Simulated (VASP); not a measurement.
A run of VASP 6.6.1 is set up as follows.

Contents of INCAR:

```
SYSTEM = ScBPd3
ALGO = Normal
EDIFF = 1E-6
ENCUT = 520
GGA = PE
ISIF = 2
ISMEAR = -1
LASPH = .TRUE.
LCHARG = .TRUE.
LELF = .TRUE.
LREAL = .FALSE.
LVHAR = .TRUE.
LWAVE = .FALSE.
NBANDS = 30
NELM = 80
PREC = Accurate
SIGMA = 0.1
```

KPOINTS

```
k-points
0
G
  2 2 2
  0 0 0
```

POSCAR

```
ScBPd3
1.0
    4.2349570000      0.0000000000      0.0000000000
    0.0000000000      4.2349570000      0.0000000000
    0.0000000000      0.0000000000      4.2349570000
Sc B Pd
1 1 3
Direct
    0.0000000000      0.0000000000      0.0000000000
    0.5000000000      0.5000000000      0.5000000000
    0.0000000000      0.5000000000      0.5000000000
    0.5000000000      0.5000000000      0.0000000000
    0.5000000000      0.0000000000      0.5000000000
```

Potentials or basis: VASP PAW PBE potentials, release 64 (Sc_sv, B, Pd).

Run with:

```console
$ cat potpaw_PBE.64/Sc_sv/POTCAR potpaw_PBE.64/B/POTCAR potpaw_PBE.64/Pd/POTCAR > POTCAR
$ mpirun -np 1 vasp_std > vasp.out
```

Task: Estimate the pressure.

Result: -0.3 GPa.

Task: Estimate the band gap on the k mesh.

Result: Zero (band 22 reaches 8.37 eV, above the bottom of band 23 at 6.70 eV).

Caveat: the k points lie up to 0.74 Å⁻¹ apart.
